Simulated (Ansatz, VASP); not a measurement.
TiFeC4N4: VASP beside Ansatz

```
Ti Fe C N
1.0
     5.93285    0.00000    0.00000
     0.00000    5.93285    0.00000
     0.00000    0.00000    5.93285
Ti Fe C N
1 1 4 4
Cartesian
  0.0000 0.0000 0.0000
  2.9664 2.9664 2.9664
  1.1189 1.1189 1.1189
  1.1189 4.8139 4.8139
  4.8139 1.1189 4.8139
  4.8139 4.8139 1.1189
  1.7944 1.7944 1.7944
  1.7944 4.1384 4.1384
  4.1384 1.7944 4.1384
  4.1384 4.1384 1.7944
```

Alike in both runs: task single point; functional PBE; k mesh 4 × 4 × 4; occupations gaussian, width 0.1 eV; collinear spin.

|  | VASP | Ansatz |
| --- | --- | --- |
| version | VASP 6.6.1 | Ansatz 0.2.0 |
| potentials or method | VASP PAW PBE potentials, release 64 (Ti_sv, Fe, C, N), cutoff 520 eV | scalar-relativistic, plane waves, PAW |
| valence electrons in the cell | 56 | 64 |

```tsv
	VASP	Ansatz	Ansatz less VASP
gap on the k mesh at the Fermi level (eV)	none	none	-
pressure (GPa)	4.6	4.3	-0.36
rms of the force components (eV/Å)	0.961	0.948	-0.0126
net moment per atom (μB)	0.20	0.20	0.000
size of the moment on the site where the two differ most (μB)	3.17	2.92	-0.252
```

Site moments also hang on the region over which each program counts them. Atom by atom the forces differ by 0.178 eV/Å (rms over components). A gap of «none» marks a metal or a gap that the smearing closes. The functional is the same, so the differences come from potentials, cutoffs and numerics. VASP's potentials hold 56 valence electrons a cell and Ansatz's 64, so a difference there can come from the potentials and not from the codes. Ansatz's warnings: seeded moment not kept.

Noted on VASP's run: the standard files for N, O and F lose accuracy on very short bonds.
